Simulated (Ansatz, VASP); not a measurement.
## Two plane-wave programs on Si

```
Si
1.0
     2.73222    0.00000    0.00000
    -1.36611    2.36617    0.00000
     0.00000    0.00000    4.50627
Si
2
Direct
  0.33333 0.66667 0.25000
  0.66667 0.33333 0.75000
```

Change from the starting cell: strain +0.025 along x and y, +0.000 along z, atoms carried along.

Alike in both runs: task single point; functional LDA; k mesh 24 × 24 × 10; occupations gaussian, width 0.15 eV; no spin polarisation.

|  | VASP | Ansatz |
| --- | --- | --- |
| version | VASP 6.6.1 | Ansatz 0.2.0 |
| potentials or method | VASP PAW LDA potentials, release 64 (Si), cutoff 520 eV | scalar-relativistic, plane waves, PAW |
| valence electrons in the cell | 8 | 8 |

|  | VASP | Ansatz | Ansatz less VASP |
| --- | --- | --- | --- |
| gap on the k mesh at the Fermi level (eV) | none | none | - |
| pressure (GPa) | -4.5 | -4.5 | -0.05 |
| traceless stress, the component that is largest in VASP (GPa) | 1.81 | 1.81 | 0.000 |

LDA's correlation is that of Perdew and Zunger in VASP and of Perdew and Wang (1992) in Ansatz. A gap of «none» marks a metal or a gap that the smearing closes.
